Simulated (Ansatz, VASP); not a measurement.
## One calculation of TaSi2, two programs

```xyz
3
Lattice="2.3908 -3.5362 0.0000 2.3908 3.5362 0.0000 0.0000 0.0000 3.1382" Properties=species:S:1:pos:R:3 pbc="T T T"
Ta    2.3908    0.0000    0.0000
Si    2.3908   -2.5008    1.5691
Si    2.3908    2.5008    1.5691
```

Alike in both runs: task single point; functional PBE; k mesh 4 × 4 × 6; occupations gaussian, width 0.1 eV; no spin polarisation.

|  | VASP | Ansatz |
| --- | --- | --- |
| version | VASP 6.6.1 | Ansatz 0.2.0 |
| potentials or method | VASP PAW PBE potentials, release 64 (Ta_pv, Si), cutoff 520 eV | scalar-relativistic, plane waves, PAW |
| valence electrons in the cell | 19 | 21 |

```tsv
	VASP	Ansatz	Ansatz less VASP
gap on the k mesh at the Fermi level (eV)	none	none	-
pressure (GPa)	-12.0	-11.9	+0.06
traceless stress, the component that is largest in VASP (GPa)	9.95	10.07	+0.120
rms of the force components (eV/Å)	2.068	2.084	+0.0165
```

Atom by atom the forces differ by 0.017 eV/Å (rms over components). A gap of «none» marks a metal or a gap that the smearing closes. With one functional, cell and mesh, what is left measures potentials, basis and numerics. VASP's potentials hold 19 valence electrons a cell and Ansatz's 21, so a difference there can come from the potentials and not from the codes.

The k mesh is coarse, so the values compare programs but aren't converged. Neither program's run includes spin-orbit coupling.
